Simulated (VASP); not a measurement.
Runs of VASP 6.6.1 on HfN. The structure is that of space group F-43m (No. 216), or close to it. The cells are those of the table. 

```tsv
task	cell	cutoff (eV)	gap on the mesh (eV)	pressure (GPa)
relaxation of cell and atoms	relaxed to 5 GPa from a = 3.472 Å, angles 60.0°, 2 atoms	600	none	5.0
single point	a = 3.442 Å, angles 60.0°, 2 atoms	520	none	-0.9
relaxation of cell and atoms	relaxed from a = 3.472 Å, angles 60.0°, 2 atoms	600	none	-0.1
single point	a = 3.390 Å, angles 60.0°, 2 atoms	520	none	9.3
relaxation of cell and atoms	relaxed to 10 GPa from a = 3.472 Å, angles 60.0°, 2 atoms	600	none	10.0
relaxation of cell and atoms	relaxed to 20 GPa from a = 3.472 Å, angles 60.0°, 2 atoms	600	none	20.0
single point	a = 3.347 Å, angles 60.0°, 2 atoms	520	none	19.4
single point	a = 3.415 Å, angles 60.0°, 2 atoms	520	none	(a)
```

Alike in all rows: level PBEsol; potentials or basis VASP PAW PBE potentials, release 64 (Hf_pv, N); no spin polarisation; k mesh 11 × 11 × 11; smearing methfessel-paxton 0.1 eV.

Fill in the values left out.

(a) 4.3.

Caveats: the PAW data sets were made with another functional, which shifts forces and pressure a little; spin-orbit coupling is left out, which moves the levels of the heavy elements; the cell is relaxed towards a set pressure, so the enthalpy falls and the energy may rise (some runs).

A k mesh can miss the band edges, and the runs leave out spin-orbit coupling on Hf.

A gap of «none» marks levels without a gap at the run's occupations.
